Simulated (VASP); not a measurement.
Here is a VASP 6.6.1 calculation.

Contents of INCAR:

```
  PREC = Accurate
  ENCUT = 520
  EDIFF = 1E-6
  ISMEAR = 0
  SIGMA = 0.15
  LREAL = False
  LASPH = True
  NELM = 80
  ALGO = Normal
  ISIF = 2
  LWAVE = False
  LCHARG = False
  GGA = PE
  NBANDS = 42
```

File KPOINTS:

```
regular mesh
0
Gamma
  3 3 3
```

POSCAR

```
Ca5SiN2
1.0
    2.4479957953     -7.2800387396      0.0000000000
    2.4479957953      7.2800387396      0.0000000000
    0.0000000000      0.0000000000      4.8719257136
Ca Si N
5 1 2
Direct
    0.0000000000      0.0000000000      0.0000000000
    0.3307285234      0.6692714766      0.0000000000
    0.6692714766      0.3307285234      0.0000000000
    0.1383455492      0.8616544508      0.5000000000
    0.8616544508      0.1383455492      0.5000000000
    0.5000000000      0.5000000000      0.5000000000
    0.8350807914      0.1649192086      0.0000000000
    0.1649192086      0.8350807914      0.0000000000
```

Potentials or basis: VASP PAW PBE potentials, release 64 (Ca_sv, Si, N).

Command:

```bash
$ cat potpaw_PBE.64/Ca_sv/POTCAR potpaw_PBE.64/Si/POTCAR potpaw_PBE.64/N/POTCAR > POTCAR
$ mpirun -np 1 vasp_std > vasp.out
```

**Question.** Predict the largest force.

**Answer.** 0.025 eV/Å.

**Question.** Estimate the band gap on the k mesh.

**Answer.** Zero (bands 32 and 33 overlap by 0.10 eV).

Stress tensor (GPa, compression positive):
```
0.37 0.00 0.00
0.00 0.71 0.00
0.00 0.00 0.37
```

Caveat: the k points lie up to 0.45 Å⁻¹ apart; the cell differs from its parent crystal (built by hand: sheared layered antiperovskite (Cmmm, No. 65)).
